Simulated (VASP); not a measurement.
Set up this calculation in VASP 6.6.1, as the native input.

- Task: single point
- Functional: PBE
- Potentials or basis: VASP PAW PBE potentials, release 64 (B, Au)
- Cutoff: 520 eV
- k mesh: 4 × 4 × 4
- Occupations: gaussian, width 0.1 eV
- Spin: no spin polarisation
- Dipole correction: no
- Further INCAR settings: ALGO = Normal; EDIFF = 1e-06; NBANDS = 28

The structure of B8Au lies in POSCAR:

```
B8Au
1.0
    4.1462814900      0.0000000000      0.0000000000
    0.0000000000      4.1462814900      0.0000000000
    0.0000000000      0.0000000000      4.1462814900
B Au
8 1
Direct
    0.7419897600      0.7419897600      0.7419897600
    0.2580102400      0.2580102400      0.7419897600
    0.2580102400      0.7419897600      0.2580102400
    0.7419897600      0.2580102400      0.2580102400
    0.7419897600      0.7419897600      0.2580102400
    0.2580102400      0.2580102400      0.2580102400
    0.7419897600      0.2580102400      0.7419897600
    0.2580102400      0.7419897600      0.7419897600
    0.5000000000      0.5000000000      0.5000000000
```

The input as run:

INCAR

```
SYSTEM = B8Au
PREC = Accurate ; ENCUT = 520
EDIFF = 1E-6 ; ISMEAR = 0
SIGMA = 0.1 ; LREAL = .False.
LASPH = .True. ; NELM = 100
ALGO = Normal ; ISIF = 2
LWAVE = .False. ; LCHARG = .False.
GGA = PE ; NBANDS = 28
```

KPOINTS

```
Automatic mesh
0
Gamma
  4 4 4
  0 0 0
```

Potentials or basis: VASP PAW PBE potentials, release 64 (B, Au).

Launch:

```bash
$ cat potpaw_PBE.64/B/POTCAR potpaw_PBE.64/Au/POTCAR > POTCAR
$ mpirun -np 1 vasp_std > vasp.out
```

Results of the run:

| Quantity | Value |
| --- | --- |
| Pressure | 118.3 GPa |
| Largest force | 15.509 eV/Å |

Caveat: the k points lie up to 0.38 Å⁻¹ apart; forces of over 1 eV/Å act on the atoms, so gaps and moduli don't describe the material at rest.

It took 7.3 s on 1 thread of Intel(R) Xeon(R) 6975P-C (Granite Rapids) (shared host), peak memory 0.17 GiB.
